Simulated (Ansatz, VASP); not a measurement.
## Nb2Te6Mo: VASP beside Ansatz

File INCAR:

```
ALGO = Normal ; EDIFF = 1E-6
ENCUT = 520 ; GGA = PE
ISIF = 2 ; ISMEAR = 0
ISPIN = 2 ; LASPH = True
LCHARG = True ; LELF = True
LMAXMIX = 4 ; LORBIT = 11
LREAL = False ; LVHAR = True
LWAVE = False ; MAGMOM = 1 1 0 0 0 0 0 0 1
NBANDS = 52 ; NELM = 150
PREC = Accurate ; SIGMA = 0.1
```

The input KPOINTS:

```
k-points
0
Gamma
  3 3 2
```

POSCAR

```
Nb2Te6Mo
1.0
    6.2677079000      0.0000000000      0.0000000000
   -3.1338540000      5.4279943000      0.0000000000
    0.0000000000      0.0000000000      7.8393761000
Nb Te Mo
2 6 1
Direct
    0.3333333000      0.6666667000      0.0000000000
    0.6666667000      0.3333333000      0.0000000000
    0.6709380000      0.0000000000      0.7639830000
    0.3290620000      0.3290620000      0.7639830000
    0.0000000000      0.6709380000      0.7639830000
    0.3290620000      0.0000000000      0.2360170000
    0.0000000000      0.3290620000      0.2360170000
    0.6709380000      0.6709380000      0.2360170000
    0.0000000000      0.0000000000      0.0000000000
```

Input for Ansatz:

```yaml
crystal:
  lattice:
    - [6.2677079, 0.0, 0.0]
    - [-3.133854, 5.4279943, 0.0]
    - [0.0, 0.0, 7.8393761]
  atoms:
    - { symbol: Nb, position: [0.3333333, 0.6666667, 0.0], spin: 1.0 }
    - { symbol: Nb, position: [0.6666667, 0.3333333, 0.0], spin: 1.0 }
    - { symbol: Te, position: [0.670938, 0.0, 0.763983] }
    - { symbol: Te, position: [0.329062, 0.329062, 0.763983] }
    - { symbol: Te, position: [0.0, 0.670938, 0.763983] }
    - { symbol: Te, position: [0.329062, 0.0, 0.236017] }
    - { symbol: Te, position: [0.0, 0.329062, 0.236017] }
    - { symbol: Te, position: [0.670938, 0.670938, 0.236017] }
    - { symbol: Mo, position: [0.0, 0.0, 0.0], spin: 1.0 }
basis:
  ecutwfc: 420
kpoints:
  mp_grid: { grid: [3, 3, 2] }
hamiltonian:
  xc: pbe
scf:
  occupations: { method: gaussian, width: 0.1 }
  lower_state_search: "off"
output:
  forces: true
  stress: true
  eigenvalues: true
  populations: true
magnetization:
  spin_polarized: true
```

Alike in both runs: task single point; functional PBE; k mesh 3 × 3 × 2; occupations gaussian, width 0.1 eV; collinear spin.

|  | VASP | Ansatz |
| --- | --- | --- |
| version | VASP 6.6.1 | Ansatz 0.2.0 |
| potentials or method | VASP PAW PBE potentials, release 64 (Nb_sv, Te, Mo_sv), cutoff 520 eV | scalar-relativistic, plane waves, PAW |
| valence electrons in the cell | 76 | 136 |

```tsv
	VASP	Ansatz	Ansatz less VASP
gap on the k mesh at the Fermi level (eV)	none	none	-
pressure (GPa)	-0.1	-0.1	+0.06
traceless stress, the component that is largest in VASP (GPa)	0.48	0.45	-0.028
rms of the force components (eV/Å)	0.017	0.017	+0.0003
net moment per atom (μB)	0.00	0.00	-0.001
```

Atom by atom the forces differ by 0.003 eV/Å (rms over components). A gap of «none» marks a metal or a gap that the smearing closes. VASP's potentials hold 76 valence electrons a cell and Ansatz's 136, so a difference there can come from the potentials and not from the codes. Ansatz's warnings: seeded moment not kept.

The k mesh is coarse, so the values compare programs but aren't converged. Spin-orbit coupling is off throughout.
